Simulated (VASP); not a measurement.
**NaF: relaxation of cell and atoms with r2SCAN**

Crystal: NaF.

```xyz
2
Lattice="0.0000 2.3200 2.3200 2.3200 0.0000 2.3200 2.3200 2.3200 0.0000" Properties=species:S:1:pos:R:3 pbc="T T T"
Na    0.0000    0.0000    0.0000
F     2.3200    2.3200    2.3200
```

```
Program                : VASP 6.6.1
Task                   : relaxation of cell and atoms
Functional             : r2SCAN
Potentials or basis    : VASP PAW PBE potentials, release 64 (Na_sv, F)
Cutoff                 : 1250 eV
k mesh                 : 8 × 8 × 8
Occupations            : gaussian, width 0.02 eV
Spin                   : no spin polarisation
Dipole correction      : no
Further INCAR settings : ALGO = Normal; EDIFF = 1e-07; IBRION = 2; EDIFFG = -0.01; NSW = 100; ISIF = 3
```

The relaxed volume is 12.13 Å³/atom, the relaxed cell is a = 3.249 Å, b = 3.249 Å, c = 3.249 Å, α = 60.00°, β = 60.00°, γ = 60.00° and the space group after relaxing (to 0.1 Å) is Fm-3m (No. 225). The energy gained by relaxing is 1.8 meV/atom and the ionic steps are 3. The pressure after relaxing is 0.0 GPa and the band gap on the k mesh is 7.27 eV.

The path:
```csv
step,energy change (eV),largest force (eV/Å),pressure (GPa),volume (Å³)
1,0.0000,0.0000,-1.52,24.97
2,-0.0029,0.0000,-0.66,24.55
3,-0.0035,0.0000,-0.01,24.26
```

Final structure:
```
Na F
1.0
     0.00000    2.29757    2.29757
     2.29757    0.00000    2.29757
     2.29757    2.29757    0.00000
Na F
1 1
Cartesian
  0.0000 0.0000 0.0000
  2.2976 2.2976 2.2976
```

Levels at points of the mesh, in eV from the valence-band top:
| k point | band 6 | band 7 | band 8 | band 9 | band 10 | band 11 |
| --- | --- | --- | --- | --- | --- | --- |
| (0.00, 0.00, 0.00) | 0.00 | 0.00 | 0.00 | 7.27 | 20.27 | 20.27 |
| (0.50, 0.00, 0.00) | -1.61 | -0.27 | -0.27 | 11.78 | 13.67 | 21.66 |
| (0.50, 0.50, 0.00) | -1.31 | -0.42 | -0.42 | 14.20 | 14.27 | 15.09 |

Wall time 2.6 min on 1 thread of Intel(R) Xeon(R) 6975P-C (Granite Rapids), on a shared host, peak memory 0.27 GiB.

Caveat: the PAW data sets were made with another functional, which shifts forces and pressure a little. r2SCAN opens gaps a little over a GGA but as a rule still falls short of measured ones.
